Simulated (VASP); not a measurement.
A run of VASP 6.6.1 is set up as follows.

INCAR

```
SYSTEM = Si16N
ALGO = Normal
EDIFF = 1E-6
ENCUT = 520
GGA = PE
ISIF = 2
ISMEAR = -1
ISPIN = 2
LASPH = .True.
LCHARG = .False.
LORBIT = 11
LREAL = Auto
LWAVE = .False.
MAGMOM = 0 0 0 0 0 0 0 0 0 0 0 0 0 0 0 0 1
NBANDS = 52
NELM = 150
PREC = Accurate
SIGMA = 0.05
```

File KPOINTS:

```
k-points
0
Gamma
  2 2 2
  0 0 0
```

The input POSCAR:

```
Si16N
1.0
    0.0000000000      5.4300000000      5.4300000000
    5.4300000000      0.0000000000      5.4300000000
    5.4300000000      5.4300000000      0.0000000000
Si N
16 1
Direct
   -0.0067679558      0.0128821363     -0.0118324125
    0.1018968692      0.1472375691      0.1258379374
    0.0305801105      0.0110220994      0.4897882136
    0.1391620626      0.1318692449      0.6153130755
   -0.0296869245      0.5241988950     -0.0414917127
    0.0946408840      0.6424309392      0.0932412523
   -0.0122099448      0.5127624309      0.4669981584
    0.1389042357      0.6365285451      0.5598987109
    0.4704235727     -0.0164825046      0.0326703499
    0.6194198895      0.1403038674      0.0959576427
    0.4951289134      0.0349079190      0.4622007366
    0.6258011050      0.1037937385      0.6425414365
    0.4740607735      0.5209300184     -0.0215377532
    0.5800552486      0.6197237569      0.1365745856
    0.4940055249      0.4763996317      0.6099723757
    0.6269705341      0.6869337017      0.5964917127
    0.4104511971      0.5573756906      0.4009668508
```

Potentials or basis: VASP PAW PBE potentials, release 64 (Si, N).

Launch:

```console
$ cat potpaw_PBE.64/Si/POTCAR potpaw_PBE.64/N/POTCAR > POTCAR
$ mpirun -np 1 vasp_std > vasp.out
```

**Question.** Predict the net moment.

**Answer.** 0.00 μB per cell.

**Question.** Predict the largest force.

**Answer.** 2.824 eV/Å.

Forces on the atoms (eV/Å):
```
Si   0.267  0.275 -0.020
Si  -0.276 -0.489  0.261
Si  -0.365 -1.442 -2.401
Si   1.464 -0.504  0.105
Si  -0.089  0.610 -0.090
Si  -0.397  0.212  0.176
Si  -0.143  0.164 -0.012
Si   0.935 -0.302  0.179
Si  -0.799 -0.846  1.212
Si   0.005 -0.500  0.305
Si   1.078  0.404  1.723
Si   0.520  0.986  0.586
Si  -0.558 -0.610 -0.014
Si  -0.002 -0.354  0.446
Si  -0.879  0.448 -1.003
Si  -0.453  1.589 -1.220
N   -0.309  0.361 -0.233
```

Caveat: the k points lie up to 0.50 Å⁻¹ apart; the atoms stand as in a frame of molecular dynamics.
